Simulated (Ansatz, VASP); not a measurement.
**WS2: VASP beside Ansatz**

Contents of INCAR:

```
SYSTEM = WS2
  PREC = Accurate
  ENCUT = 520
  EDIFF = 1E-7
  ISMEAR = 0
  SIGMA = 0.05
  LREAL = .FALSE.
  LASPH = .TRUE.
  NELM = 60
  ALGO = Normal
  ISIF = 2
  LWAVE = .FALSE.
  LCHARG = .FALSE.
  GGA = PE
  IVDW = 12
  NBANDS = 35
```

The input KPOINTS:

```
Automatic mesh
0
G
  12 12 4
  0 0 0
```

Contents of POSCAR:

```
WS2
1.0
    3.3297921737      0.0000000000      0.0000000000
   -1.6648960869      2.8836846118      0.0000000000
    0.0000000000      0.0000000000     10.8933442661
W S
2 4
Direct
    0.3333333333      0.6666666667      0.2500000000
    0.6666666667      0.3333333333      0.7500000000
    0.3333333333      0.6666666667      0.6202873801
    0.6666666667      0.3333333333      0.1202873801
    0.3333333333      0.6666666667      0.8797126199
    0.6666666667      0.3333333333      0.3797126199
```

Input for Ansatz:

```yaml
crystal:
  lattice:
    - [3.3297921737, 0.0, 0.0]
    - [-1.6648960869, 2.8836846118, 0.0]
    - [0.0, 0.0, 10.8933442661]
  atoms:
    - { symbol: W, position: [0.3333333333, 0.6666666667, 0.25] }
    - { symbol: W, position: [0.6666666667, 0.3333333333, 0.75] }
    - { symbol: S, position: [0.3333333333, 0.6666666667, 0.6202873801] }
    - { symbol: S, position: [0.6666666667, 0.3333333333, 0.1202873801] }
    - { symbol: S, position: [0.3333333333, 0.6666666667, 0.8797126199] }
    - { symbol: S, position: [0.6666666667, 0.3333333333, 0.3797126199] }
basis:
  ecutwfc: 420
kpoints:
  mp_grid: { grid: [12, 12, 4] }
hamiltonian:
  xc: pbe
  dispersion: d3bj
scf:
  occupations: { method: gaussian, width: 0.05 }
output:
  forces: true
  stress: true
  eigenvalues: true
```

Alike in both runs: task single point; functional PBE; dispersion D3(BJ); k mesh 12 × 12 × 4; occupations gaussian, width 0.05 eV; no spin polarisation.

```csv
,VASP,Ansatz
version,VASP 6.6.1,Ansatz 0.2.0
potentials or method,"VASP PAW PBE potentials, release 64 (W_sv, S), cutoff 520 eV","scalar-relativistic, plane waves, PAW"
valence electrons in the cell,52,52
```

```csv
,VASP,Ansatz,Ansatz less VASP
gap on the k mesh at the Fermi level (eV),none,none,-
pressure (GPa),2.4,2.4,+0.04
"traceless stress, the component that is largest in VASP (GPa)",19.90,19.89,-0.014
rms of the force components (eV/Å),0.863,0.863,+0.0004
```

Atom by atom the forces differ by 0.000 eV/Å (rms over components). A gap of «none» marks a metal or a gap that the smearing closes.

Spin-orbit coupling is off throughout.
